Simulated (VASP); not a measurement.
Runs of VASP 6.6.1 on Ti. The structure is that of space group Fm-3m (No. 225), or close to it. The cells are those of the table. This isn't the form of Ti at room conditions, which is hcp.

| fixed moment (μB) | cell | pressure (GPa) | moment (μB) |
| --- | --- | --- | --- |
| 0.375 | a = 2.990 Å, angles 60.0°, 1 atom | (a) | 0.38 |
| 0.25 | a = 2.990 Å, angles 60.0°, 1 atom | -14.9 | 0.25 |
| 0.5 | a = 2.990 Å, angles 60.0°, 1 atom | -14.5 | 0.50 |
| 0.125 | a = 2.648 Å, angles 60.0°, 1 atom | (b) | 0.12 |
| 0.375 | a = 2.648 Å, angles 60.0°, 1 atom | 34.1 | 0.38 |

Alike in all rows: task single point; level LDA; potentials or basis VASP PAW LDA potentials, release 64 (Ti_sv); spin collinear; k mesh 22 × 22 × 22; cutoff (eV) 520; smearing gaussian 0.15 eV.

Estimate the missing entries.

(a) -14.7; (b) 33.2.

Caveats: the total moment is fixed, so each spin has its own Fermi level; the cell stands under tension (at least some runs); the cell stands under pressure (at least some runs).
